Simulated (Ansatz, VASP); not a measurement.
## Two plane-wave programs on CsPbBr3

```xyz
5
Lattice="5.8726 0.0000 0.0000 0.0000 5.8726 0.0000 0.0000 0.0000 5.8726" Properties=species:S:1:pos:R:3 pbc="T T T"
Cs    0.0000    0.0000    0.0000
Pb    2.9363    2.9363    2.9363
Br    0.0000    2.9363    2.9363
Br    2.9363    0.0000    2.9363
Br    2.9363    2.9363    0.0000
```

Alike in both runs: functional PBEsol; k mesh 6 × 6 × 6; occupations gaussian, width 0.02 eV; no spin polarisation.

Ansatz relaxed the structure, and its values are those at the end. VASP's run is a single point on that final structure, the one shown.

|  | VASP | Ansatz |
| --- | --- | --- |
| version | VASP 6.6.1 | Ansatz 0.2.0 |
| potentials or method | VASP PAW PBE potentials, release 64 (Cs_sv, Pb_d, Br), cutoff 520 eV | scalar-relativistic, plane waves, PAW |
| valence electrons in the cell | 44 | 44 |

|  | VASP | Ansatz | Ansatz less VASP |
| --- | --- | --- | --- |
| gap on the k mesh at the Fermi level (eV) | 1.43 | 1.43 | -0.001 |
| least direct gap on the mesh (eV) | 1.43 | 1.43 | -0.001 |
| pressure (GPa) | 0.0 | 0.0 | 0.00 |

VASP's potentials were made for PBE, not for PBEsol. With one functional, cell and mesh, what is left measures potentials, basis and numerics.

Neither program's run includes spin-orbit coupling.
